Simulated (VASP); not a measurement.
## Co: single point with PBEsol

Crystal: Co.

```
Co
1.0
     2.37735    0.00000    0.00000
    -1.18868    2.05885    0.00000
     0.00000    0.00000    3.84070
Co
2
Direct
  0.33333 0.66667 0.74999
  0.66667 0.33333 0.25001
```

| Property | Result |
| --- | --- |
| Program | VASP 6.6.1 |
| Task | single point |
| Functional | PBEsol |
| Potentials or basis | VASP PAW PBE potentials, release 64 (Co) |
| Cutoff | 520 eV |
| k mesh | 12 × 12 × 7 |
| Occupations | fermi-dirac, width 0.05 eV |
| Spin | collinear spin, ferromagnetic start |
| Starting moments | [2.0, 2.0] μB |

| Item | Value |
| --- | --- |
| Pressure | 28.7 GPa |
| Net moment | 2.97 μB per cell |
| Site moments | Co +1.47 μB |
| Valence electrons inside the program's atomic spheres | Co 8.59 |

Stress tensor (GPa, compression positive):
```
28.70  0.00  0.00
 0.00 28.70  0.00
 0.00  0.00 28.61
```

Levels at points of the mesh, in eV from the Fermi level:
Spin up:
```tsv
k point	band 8	band 9	band 10	band 11	band 12	band 13
(0.00, 0.00, 0.00)	-1.92	-1.92	-0.54	-0.54	-0.17	7.76
(0.50, 0.00, 0.00)	-0.37	-0.24	-0.18	1.78	4.13	10.90
```
Spin down:
```csv
k point,band 4,band 5,band 6,band 7,band 8,band 9,band 10,band 11
"(0.00, 0.00, 0.00)",-1.28,-1.28,-0.83,-0.83,-0.31,-0.31,-0.11,1.19
"(0.50, 0.00, 0.00)",-2.13,-1.48,-1.32,-0.82,1.35,1.52,1.56,2.99
```

Wall time 2.6 min on 1 thread of AMD EPYC 7R43 64-Core Processor (Zen 3), on a shared host, peak memory 0.14 GiB.

Caveat: the PAW data sets were made with another functional, which shifts forces and pressure a little.
